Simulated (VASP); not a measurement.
## B6N: single point with PBE

Crystal: B6N.

```
B N
1.0
     0.00000    2.96409    2.96409
     2.96409    0.00000    2.96409
     2.96409    2.96409    0.00000
B N
6 1
Direct
  0.29886 0.70114 0.70114
  0.70114 0.29886 0.29886
  0.70114 0.29886 0.70114
  0.29886 0.70114 0.29886
  0.70114 0.70114 0.29886
  0.29886 0.29886 0.70114
  0.00000 0.00000 0.00000
```

The cell was built from a structure type or drawn by symmetry, and may not be a known phase.

| Property | Result |
| --- | --- |
| Program | VASP 6.6.1 |
| Task | single point |
| Functional | PBE |
| Potentials or basis | VASP PAW PBE potentials, release 64 (B, N) |
| Cutoff | 600 eV |
| k mesh | 5 × 5 × 5 |
| Occupations | gaussian, width 0.2 eV |
| Spin | no spin polarisation |

```yaml
Pressure: -0.1 GPa
Largest_force: 0.050 eV/Å
Band_gap_on_the_k_mesh: zero (an odd number of electrons rules out a gap without spin polarisation)
```

Forces on the atoms (eV/Å):
```
B    0.050  0.000  0.000
B   -0.050  0.000  0.000
B    0.000  0.050  0.000
B    0.000 -0.050  0.000
B    0.000  0.000  0.050
B    0.000  0.000 -0.050
N    0.000  0.000  0.000
```

Levels at points of the mesh, in eV from the Fermi level:
| k point | band 10 | band 11 | band 12 | band 13 | band 14 | band 15 |
| --- | --- | --- | --- | --- | --- | --- |
| (0.00, 0.00, 0.00) | -5.09 | -5.09 | -2.79 | 0.61 | 0.61 | 5.06 |

It took 30 s on 1 thread of Intel Xeon 8259CL, on a shared host, peak memory 0.19 GiB.

Caveat: the k points lie up to 0.37 Å⁻¹ apart, too coarse for converged energies and pressures of a metal.
